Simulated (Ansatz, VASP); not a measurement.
One calculation of Sb, two programs

```
Sb
1.0
     3.13792    0.00000    0.00000
     0.00000    3.13792    0.00000
     0.00000    0.00000    3.13792
Sb
1
Cartesian
  0.0000 0.0000 0.0000
```

Change from the starting cell: volume scaled by 1.03.

Alike in both runs: task single point; functional PBE; k mesh 13 × 13 × 13; occupations fermi-dirac, width 0.05 eV; no spin polarisation.

|  | VASP | Ansatz |
| --- | --- | --- |
| version | VASP 6.6.1 | Ansatz 0.2.0 |
| potentials or method | VASP PAW PBE potentials, release 64 (Sb), cutoff 520 eV | all-electron LAPW, scalar-relativistic |

VASP gave:

| Property | Result |
| --- | --- |
| pressure (GPa) | -1.6 |

**Question.** Which values does Ansatz return?

**Answer.** Pressure (GPa): -1.5.

Ansatz ran all-electron here, and VASP with PAW potentials.

Spin-orbit coupling is off throughout.
